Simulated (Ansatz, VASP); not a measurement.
**Ge: VASP beside Ansatz**

```xyz
1
Lattice="0.0000 2.1379 2.1379 2.1379 0.0000 2.1379 2.1379 2.1379 0.0000" Properties=species:S:1:pos:R:3 pbc="T T T"
Ge    0.0000    0.0000    0.0000
```

Alike in both runs: functional PBE; k mesh 10 × 10 × 10; occupations gaussian, width 0.1 eV; no spin polarisation.

Ansatz relaxed the structure, and its values are those at the end. VASP's run is a single point on that final structure, the one shown.

|  | VASP | Ansatz |
| --- | --- | --- |
| version | VASP 6.6.1 | Ansatz 0.2.0 |
| potentials or method | VASP PAW PBE potentials, release 64 (Ge_d), cutoff 500 eV | scalar-relativistic, plane waves, PAW |
| valence electrons in the cell | 14 | 14 |

|  | VASP | Ansatz | Ansatz less VASP |
| --- | --- | --- | --- |
| gap on the k mesh at the Fermi level (eV) | none | none | - |
| pressure (GPa) | 0.1 | 0.2 | +0.15 |

A gap of «none» marks a metal or a gap that the smearing closes.
